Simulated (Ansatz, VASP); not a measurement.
**CoW3: VASP beside Ansatz**

File INCAR:

```
PREC = Accurate ; ENCUT = 600
EDIFF = 1E-6 ; ISMEAR = 0
SIGMA = 0.15 ; LREAL = F
LASPH = T ; NELM = 120
ALGO = Normal ; ISIF = 2
LWAVE = F ; LCHARG = T
GGA = PE ; LELF = T
LVHAR = T ; NBANDS = 34
GGA_COMPAT = F
```

The input KPOINTS:

```
Automatic mesh
0
Gamma
  10 10 10
```

File POSCAR:

```
CoW3
1.0
    3.8992073960      0.0000000000      0.0000000000
    0.0000000000      3.8992073960      0.0000000000
    0.0000000000      0.0000000000      3.8992073960
Co W
1 3
Direct
    0.0000000000      0.0000000000      0.0000000000
    0.0000000000      0.5000000000      0.5000000000
    0.5000000000      0.0000000000      0.5000000000
    0.5000000000      0.5000000000      0.0000000000
```

Input for Ansatz:

```yaml
crystal:
  lattice:
    - [3.899207396, 0.0, 0.0]
    - [0.0, 3.899207396, 0.0]
    - [0.0, 0.0, 3.899207396]
  atoms:
    - { symbol: Co, position: [0.0, 0.0, 0.0] }
    - { symbol: W, position: [0.0, 0.5, 0.5] }
    - { symbol: W, position: [0.5, 0.0, 0.5] }
    - { symbol: W, position: [0.5, 0.5, 0.0] }
basis:
  ecutwfc: 420
kpoints:
  mp_grid: { grid: [10, 10, 10] }
hamiltonian:
  xc: pbe
scf:
  occupations: { method: gaussian, width: 0.15 }
output:
  forces: true
  stress: true
  eigenvalues: true
```

Alike in both runs: task single point; functional PBE; k mesh 10 × 10 × 10; occupations gaussian, width 0.15 eV; no spin polarisation.

|  | VASP | Ansatz |
| --- | --- | --- |
| version | VASP 6.6.1 | Ansatz 0.2.0 |
| potentials or method | VASP PAW PBE potentials, release 64 (Co, W_sv), cutoff 600 eV | scalar-relativistic, plane waves, PAW |
| valence electrons in the cell | 51 | 59 |

Ansatz gave:

```
gap on the k mesh at the Fermi level (eV) : none
pressure (GPa)                            : 0.0
```

Question: What did VASP give for the same quantities?

Answer: gap on the k mesh at the Fermi level (eV): none; pressure (GPa): 0.5.

A gap of «none» marks a metal or a gap that the smearing closes. VASP's potentials hold 51 valence electrons a cell and Ansatz's 59, so a difference there can come from the potentials and not from the codes.

Neither program's run includes spin-orbit coupling.
